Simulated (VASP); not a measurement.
# Sr2ReHgO6 (I4/m) in VASP: single point with r2SCAN

Aim: the single point of Sr2ReHgO6 with r2SCAN.

Everything below comes from runs of VASP 6.6.1. Logs are shortened: lines on timing, memory, paths and dates and some standing lists are left out, and cuts for length are marked.

## (1) The cell of the first run

It takes space group I4/m (No. 87, tetragonal). Conventional cell: a = 5.795 Å, b = 5.795 Å, c = 8.316 Å, α = 90.00°, β = 90.00°, γ = 90.00°. Within 2.6 Å of Re (site symmetry 4/m) lie 6 O at 2.00 to 2.02 Å. O (site symmetry 4) has 1 Re at 2.02 Å and 1 Hg at 2.14 Å within 2.7 Å. O (site symmetry m) has 1 Re at 2.00 Å and 1 Hg at 2.14 Å within 2.6 Å. Within 3.6 Å of Sr (site symmetry -4) lie 12 O at 2.73 to 3.13 Å and 4 Re at 3.57 Å and 4 Hg at 3.57 Å. Hg (site symmetry 4/m) has 6 O at 2.14 Å within 2.8 Å.

## (2) Single point, r2SCAN

Input file POSCAR:

```
Sr2ReHgO6
1.0
    0.0000000000      5.7947120000      0.0000000000
    5.7947120000      0.0000000000      0.0000000000
    2.8973560000      2.8973560000     -4.1577850000
Re O Sr Hg
1 6 2 1
Direct
    0.5000000000      0.5000000000      0.0000000000
    0.2570000000      0.2570000000      0.4860000000
    0.7430000000      0.7430000000      0.5140000000
    0.2238000000      0.2934000000      0.0000000000
    0.2934000000      0.7762000000      0.0000000000
    0.7762000000      0.7066000000      0.0000000000
    0.7066000000      0.2238000000      0.0000000000
    0.7500000000      0.2500000000      0.5000000000
    0.2500000000      0.7500000000      0.5000000000
    0.0000000000      0.0000000000      0.0000000000
```

Input file INCAR.step1:

```
SYSTEM = Sr2ReHgO6
PREC = Accurate
ENCUT = 880
ISMEAR = -1
SIGMA = 0.1
LREAL = .False.
LASPH = .True.
NELM = 300
NBANDS = 48
GGA = PE
ALGO = All
EDIFF = 1E-5
LWAVE = .True.
LCHARG = .False.
GGA_COMPAT = .False.
ISEARCH = 1
KPAR = 4
```

Input file INCAR.step2:

```
SYSTEM = Sr2ReHgO6
PREC = Accurate
ENCUT = 880
EDIFF = 1E-6
ISMEAR = -1
SIGMA = 0.1
LREAL = .False.
LASPH = .True.
NELM = 300
ALGO = All
ISIF = 2
LWAVE = .False.
LCHARG = .False.
METAGGA = R2SCAN
LMIXTAU = .True.
NBANDS = 48
ISTART = 1
GGA_COMPAT = .False.
ISEARCH = 1
KPAR = 4
```

Input file KPOINTS:

```
Automatic mesh
0
Gamma
  6 6 6
  0 0 0
```

Potentials or basis: VASP PAW PBE potentials, release 64 (Re, O, Sr_sv, Hg).

Launch:

```
cat potpaw_PBE.64/Re/POTCAR potpaw_PBE.64/O/POTCAR potpaw_PBE.64/Sr_sv/POTCAR potpaw_PBE.64/Hg/POTCAR > POTCAR
cp INCAR.step1 INCAR
mpirun -np 4 vasp_std > vasp.out
cp INCAR.step2 INCAR
mpirun -np 4 vasp_std > vasp.out
```

OUTCAR:

```text
SYSTEM = Sr2ReHgO6
   PREC = Accurate
   ENCUT = 880
   EDIFF = 1E-6
   ISMEAR = -1
   LREAL = .False.
   LASPH = .True.
   NELM = 300
   ISIF = 2
   METAGGA = R2SCAN
   ISTART = 1

 ion  position               nearest neighbor table
   1  0.500  0.500  0.000-   4 2.00   5 2.00   6 2.00   7 2.00   2 2.02   3 2.02   9 3.57   8 3.57
                             9 3.57   8 3.57   8 3.57   9 3.57   8 3.57   9 3.57
   2  0.257  0.257  0.486-   1 2.02  10 2.14   9 2.90   8 2.90   8 2.90   9 2.90
   3  0.743  0.743  0.514-   1 2.02  10 2.14   9 2.90   8 2.90   9 2.90   8 2.90
   4  0.224  0.293  0.000-   1 2.00  10 2.14   8 2.73   9 2.73   8 3.13   9 3.13
   5  0.293  0.776  0.000-   1 2.00  10 2.14   9 2.73   8 2.73   9 3.13   8 3.13
   6  0.776  0.707  0.000-   1 2.00  10 2.14   8 2.73   9 2.73   8 3.13   9 3.13
   7  0.707  0.224  0.000-   1 2.00  10 2.14   9 2.73   8 2.73   8 3.13   9 3.13
   8  0.750  0.250  0.500-   5 2.73   7 2.73   4 2.73   6 2.73   2 2.90   3 2.90   3 2.90   2 2.90
                             7 3.13   5 3.13   6 3.13   4 3.13  10 3.57   1 3.57   1 3.57  10 3.57
   9  0.250  0.750  0.500-   4 2.73   6 2.73   5 2.73   7 2.73   2 2.90   3 2.90   3 2.90   2 2.90
                             6 3.13   5 3.13   4 3.13   7 3.13  10 3.57   1 3.57  10 3.57   1 3.57
  10  0.000  0.000  0.000-   3 2.14   2 2.14   5 2.14   6 2.14   7 2.14   4 2.14   8 3.57   9 3.57
                             8 3.57   9 3.57   8 3.57   9 3.57   9 3.57   8 3.57

  LATTYP: Found a body centered tetragonal cell.
 ALAT       =     5.7947120000
 C/A-ratio  =     1.4350273146

  Lattice vectors:

 A1 = (  -2.8973560000,   2.8973560000,   4.1577850000)
 A2 = (   2.8973560000,  -2.8973560000,   4.1577850000)
 A3 = (   2.8973560000,   2.8973560000,  -4.1577850000)

Analysis of symmetry for initial positions (statically):
=====================================================================
 Subroutine PRICEL returns:
 Original cell was already a primitive cell.

 Routine SETGRP: Setting up the symmetry group for a
 body centered tetragonal supercell.

 Subroutine GETGRP returns: Found  8 space group operations
 (whereof  8 operations were pure point group operations)
 out of a pool of 16 trial point group operations.

The static configuration has the point symmetry C_4h.

Analysis of symmetry for dynamics (positions and initial velocities):
=====================================================================
 Subroutine PRICEL returns:
 Original cell was already a primitive cell.

 Routine SETGRP: Setting up the symmetry group for a
 body centered tetragonal supercell.

 Subroutine GETGRP returns: Found  8 space group operations
 (whereof  8 operations were pure point group operations)
 out of a pool of 16 trial point group operations.

The dynamic configuration has the point symmetry C_4h.

 Subroutine INISYM returns: Found  8 space group operations
 (whereof  8 operations are pure point group operations),
 and found     1 'primitive' translations

----------------------------------------------------------------------------------------

                                     Primitive cell

  volume of cell :     139.6130

  direct lattice vectors                    reciprocal lattice vectors
     0.000000000  5.794712000  0.000000000     0.000000000  0.172571130  0.120256338
     5.794712000  0.000000000  0.000000000     0.172571130  0.000000000  0.120256338
     2.897356000  2.897356000 -4.157785000     0.000000000  0.000000000 -0.240512677

  length of vectors
     5.794712000  5.794712000  5.837509716     0.210338731  0.210338731  0.240512677

  position of ions in fractional coordinates (direct lattice)
     0.500000000  0.500000000  0.000000000
     0.257000000  0.257000000  0.486000000
     0.743000000  0.743000000  0.514000000
     0.223800000  0.293400000  0.000000000
     0.293400000  0.776200000  0.000000000
     0.776200000  0.706600000  0.000000000
     0.706600000  0.223800000  0.000000000
     0.750000000  0.250000000  0.500000000
     0.250000000  0.750000000  0.500000000
     0.000000000  0.000000000  0.000000000

  ion indices of the primitive-cell ions
   primitive index   ion index
                 1           1
                 2           2
                 3           3
                 4           4
                 5           5
                 6           6
                 7           7
                 8           8
                 9           9
                10          10

----------------------------------------------------------------------------------------

 KPOINTS: Automatic mesh

Automatic generation of k-mesh.
 Grid dimensions read from file:
 generate k-points for:    6    6    6

 Generating k-lattice:

  Cartesian coordinates                     Fractional coordinates (reciprocal lattice)
     0.000000000  0.028761855  0.020042723     0.166666667  0.000000000  0.000000000
     0.028761855  0.000000000  0.020042723     0.000000000  0.166666667  0.000000000
     0.000000000  0.000000000 -0.040085446     0.000000000  0.000000000  0.166666667

  Length of vectors
     0.035056455  0.035056455  0.040085446

  Shift w.r.t. Gamma in fractional coordinates (k-lattice)
     0.000000000  0.000000000  0.000000000

 Subroutine IBZKPT returns following result:
 ===========================================

 Found     36 irreducible k-points:

 Following reciprocal coordinates:
            Coordinates               Weight
  0.000000  0.000000  0.000000      1.000000
  0.166667  0.000000  0.000000      8.000000
  0.333333  0.000000  0.000000      8.000000
  0.500000  0.000000  0.000000      4.000000
  0.166667  0.166667  0.000000      8.000000
  0.333333  0.166667  0.000000      8.000000
[... 16 lines left out ...]
  0.333333  0.333333  0.166667      8.000000
  0.500000  0.333333  0.166667      8.000000
 [... further k-points ...]
   k-points           NKPTS =     36   k-points in BZ     NKDIM =     36   number of bands    NBANDS=     48
   number of dos      NEDOS =    301   number of ions     NIONS =     10
   total plane-waves  NPLWV = 175616
   dimension x,y,z NGX =    56 NGY =   56 NGZ =   56
   dimension x,y,z NGXF=   112 NGYF=  112 NGZF=  112
   ions per type =               1   6   2   1
   NGX,Y,Z   is equivalent  to a cutoff of  16.07, 16.07, 15.95 a.u.
   NGXF,Y,Z  is equivalent  to a cutoff of  32.13, 32.13, 31.90 a.u.
 SYSTEM =  Sr2ReHgO6
   PREC   = accura    normal or accurate (medium, high low for compatibility)
   ISTART =      1    job   : 0-new  1-cont  2-samecut
   ICHARG =      0    charge: 1-file 2-atom 10-const
   ISPIN  =      1    spin polarized calculation?
   LNONCOLLINEAR =      F non collinear calculations
   LSORBIT =      F    spin-orbit coupling
   LASPH  =      T    aspherical Exc in radial PAW
   ENCUT  =  880.0 eV  64.68 Ry    8.04 a.u.  14.02 14.02 14.12*2*pi/ulx,y,z
   NELM   =    300;   NELMIN=  2; NELMDL=  0     # of ELM steps
   EDIFF  = 0.1E-05   stopping-criterion for ELM
   LREAL  =      F    real-space projection
   EDIFFG = 0.1E-04   stopping-criterion for IOM
   NSW    =      0    number of steps for IOM
   IBRION =     -1    ionic relax: 0-MD 1-quasi-New 2-CG
   NFREE  =      0    steps in history (QN), initial steepest desc. (CG)
   ISIF   =      2    stress and relaxation
   ISYM   =      2    0-nonsym 1-usesym 2-fastsym
   POTIM  = 0.5000    time-step for ionic-motion
   TEBEG  =    0.0;   TEEND  =   0.0 temperature during run
   PSTRESS=    0.0 pullay stress
   NELECT =      75.0000    total number of electrons
   NUPDOWN=      -1.0000    fix difference up-down
   EMIN   =  10.00;   EMAX   =-10.00  energy-range for DOS
   EFERMI =   0.00;   METHOD = LEGACY
   ISMEAR =    -1;   SIGMA  =   0.10  broadening in eV -4-tet -1-fermi 0-gaus
   EFERMI_NEDOS =   21; number of points for ismear=-14 and -15
   IALGO  =     58    algorithm
   IMIX   =      4    mixing-type and parameters
     AMIX     =   0.40;   BMIX     =  1.00
     AMIX_MAG =   1.60;   BMIX_MAG =  1.00
  volume/ion in A,a.u.               =      13.96        94.22
  Fermi-wavevector in a.u.,A,eV,Ry     =   1.330822  2.514889 24.097108  1.771087
  Thomas-Fermi vector in A             =   2.459880
   LORBIT       =      0    0 simple, 1 ext, 2 COOP (PROOUT), +10 PAW based schemes
   METAGGA = R2SCAN    functional components
   LHFCALC =     F    Hartree Fock is set to
   AEXX    =    0.0000 exact exchange contribution
   IVDW    =     0    specifies the selected vdW correction
   LEPSILON=     F    determine dielectric tensor
   LRPA    =     F    only Hartree local field effects (RPA)
 non-spin polarized calculation
  energy-cutoff  :      880.00
  volume of cell :      139.61
 maximum number of plane-waves:      8308
   NGX = 29   NGY = 29   NGZ = 29

 number of electron      74.9999999 magnetization

 Free energy of the ion-electron system (eV)
  ---------------------------------------------------
  ext. energy  EPLUGINS =         0.00000000
  ---------------------------------------------------
  free energy    TOTEN  =      -186.21690854 eV

  energy without entropy =     -185.99484020  energy(sigma->0) =     -186.10587437

 E-fermi :   4.0671     XC(G=0): -11.3845

 val. band max:        4.0611465452   @ k =   0.5000   0.1667  -0.0000
 cond. band min:       4.0684700171   @ k =   0.3333   0.3333   0.0000
 fundamental gap:      0.0073234719
 Fermi energy:         4.0670664855

 k-point     1 :       0.0000    0.0000    0.0000
  band No.  band energies     occupation
      1     -32.4052      2.00000
      2     -32.3767      2.00000
      3     -16.5352      2.00000
      4     -15.8666      2.00000
      5     -15.6551      2.00000
      6     -15.4028      2.00000
[... 40 lines left out ...]
     47       9.5200      0.00000
     48      10.3944      0.00000
[... 1171 lines left out ...]
     47      10.3290      0.00000
     48      10.5633      0.00000

 [... further k-points ...]

------------------------ aborting loop because EDIFF is reached ----------------------------------------

  FORCE on cell =-STRESS in cart. coord.  units (eV):
  Direction    XX          YY          ZZ          XY          YZ          ZX
  --------------------------------------------------------------------------------------
  -------------------------------------------------------------------------------------
  Total       -0.3009620     -0.3009620     -0.3404776      0.0000013      0.0000000      0.0000000
  in kB       -3.4537949     -3.4537949     -3.9072696      0.0000146      0.0000000      0.0000000
  external PRESSURE =      -3.6049531 kB  Pullay stress =       0.0000000 kB

 VOLUME and BASIS-vectors are now :
 -----------------------------------------------------------------------------
  energy-cutoff  :      880.00
  volume of cell :      139.61
      direct lattice vectors                 reciprocal lattice vectors
     0.000000000  5.794712000  0.000000000     0.000000000  0.172571130  0.120256338
     5.794712000  0.000000000  0.000000000     0.172571130  0.000000000  0.120256338
     2.897356000  2.897356000 -4.157785000     0.000000000  0.000000000 -0.240512677

 POSITION                                       TOTAL-FORCE (eV/Angst)
 -----------------------------------------------------------------------------------
      2.89736      2.89736      0.00000         0.000000      0.000000     -0.000000
      2.89736      2.89736     -2.02068        -0.000000     -0.000000      3.913699
      5.79471      5.79471     -2.13710         0.000000      0.000000     -3.913699
      1.70017      1.29686      0.00000         2.999634      2.448417     -0.000000
      4.49786      1.70017      0.00000        -2.448417      2.999634     -0.000000
      4.09454      4.49786      0.00000        -2.999634     -2.448417     -0.000000
      1.29686      4.09454      0.00000         2.448417     -2.999634     -0.000000
      2.89736      5.79471     -2.07889         0.000000      0.000000     -0.000000
      5.79471      2.89736     -2.07889         0.000000      0.000000     -0.000000
      0.00000      0.00000      0.00000         0.000000      0.000000     -0.000000
 -----------------------------------------------------------------------------------
    total drift:                               -0.000000     -0.000000      0.000000

  FREE ENERGIE OF THE ION-ELECTRON SYSTEM (eV)
  ---------------------------------------------------
  free  energy   TOTEN  =      -186.2169085382 eV

  energy  without entropy=     -185.9948433933  energy(sigma->0) =     -186.10587597
```

Wall time 33 min (4 MPI ranks of Intel Xeon Platinum 8375C at 2.90GHz (Ice Lake), shared host); peak memory 1.2 GiB.

What came out:

```
Free energy            : -186.2169 eV
Pressure               : -0.4 GPa
Largest force          : 3.914 eV/Å
Band gap on the k mesh : zero (an odd number of electrons rules out a gap without spin polarisation)
```

Forces in eV/Å, atoms in the order of the input:
```
Re   0.000  0.000  0.000
O    0.000  0.000  3.914
O    0.000  0.000 -3.914
O    3.000  2.448  0.000
O   -2.448  3.000  0.000
O   -3.000 -2.448  0.000
O    2.448 -3.000  0.000
Sr   0.000  0.000  0.000
Sr   0.000  0.000  0.000
Hg   0.000  0.000  0.000
```

Levels at points of the mesh, in eV from the Fermi level:
| k point | band 33 | band 34 | band 35 | band 36 | band 37 | band 38 | band 39 | band 40 | band 41 | band 42 |
| --- | --- | --- | --- | --- | --- | --- | --- | --- | --- | --- |
| (0.00, 0.00, 0.00) | -2.91 | -2.91 | -2.41 | -2.40 | -2.40 | 0.18 | 0.18 | 0.33 | 2.55 | 3.53 |
| (0.50, 0.00, 0.00) | -2.98 | -2.93 | -2.81 | -0.78 | -0.73 | -0.07 | 0.06 | 0.20 | 4.09 | 4.16 |
| (0.50, 0.50, 0.00) | -3.19 | -2.84 | -2.53 | -2.44 | -1.84 | -0.01 | 0.38 | 0.51 | 1.99 | 5.05 |
| (0.00, 0.00, 0.50) | -3.12 | -2.90 | -2.50 | -2.50 | -2.19 | 0.12 | 0.52 | 0.52 | 1.81 | 4.82 |

Caveat: the PAW data sets were made with another functional, which shifts forces and pressure a little; spin-orbit coupling is left out, which moves the levels of the heavy elements; an odd number of electrons without spin polarisation forces a metal; a magnetic or distorted state may lie lower.
